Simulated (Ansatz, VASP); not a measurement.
## Ir: VASP beside Ansatz

Contents of INCAR:

```
ALGO = Fast ; EDIFF = 1E-6
ENCUT = 520 ; GGA = PS
ISIF = 2 ; ISMEAR = 0
LASPH = True ; LCHARG = False
LREAL = False ; LWAVE = False
NBANDS = 16 ; NELM = 80
PREC = Accurate ; SIGMA = 0.15
```

The input KPOINTS:

```
k-points
0
Gamma
  18 18 12
```

The input POSCAR:

```
Ir
1.0
    2.7513778946      0.0000000000      0.0000000000
   -1.3756889473      2.3827631521      0.0000000000
    0.0000000000      0.0000000000      4.4622900000
Ir
2
Direct
    0.4558981598      0.2389051482      0.7500000000
    0.3333333333      0.6666666667      0.2500000000
```

Input for Ansatz:

```yaml
crystal:
  lattice:
    - [2.7513778946, 0.0, 0.0]
    - [-1.3756889473, 2.3827631521, 0.0]
    - [0.0, 0.0, 4.46229]
  atoms:
    - { symbol: Ir, position: [0.4558981598, 0.2389051482, 0.75] }
    - { symbol: Ir, position: [0.3333333333, 0.6666666667, 0.25] }
basis:
  ecutwfc: 420
kpoints:
  mp_grid: { grid: [18, 18, 12] }
hamiltonian:
  xc: pbesol
scf:
  occupations: { method: gaussian, width: 0.15 }
output:
  forces: true
  stress: true
  eigenvalues: true
```

Alike in both runs: task single point; functional PBEsol; k mesh 18 × 18 × 12; occupations gaussian, width 0.15 eV; no spin polarisation.

|  | VASP | Ansatz |
| --- | --- | --- |
| version | VASP 6.6.1 | Ansatz 0.2.0 |
| potentials or method | VASP PAW PBE potentials, release 64 (Ir), cutoff 520 eV | scalar-relativistic, plane waves, PAW |
| valence electrons in the cell | 18 | 34 |

```csv
,VASP,Ansatz,Ansatz less VASP
gap on the k mesh at the Fermi level (eV),none,none,-
pressure (GPa),-4.8,-5.5,-0.77
"traceless stress, the component that is largest in VASP (GPa)",15.46,15.43,-0.025
rms of the force components (eV/Å),0.805,0.804,-0.0011
```

VASP's potentials were made for PBE, not for PBEsol. Atom by atom the forces differ by 0.001 eV/Å (rms over components). A gap of «none» marks a metal or a gap that the smearing closes. VASP's potentials hold 18 valence electrons a cell and Ansatz's 34, so a difference there can come from the potentials and not from the codes.

Spin-orbit coupling is off throughout.
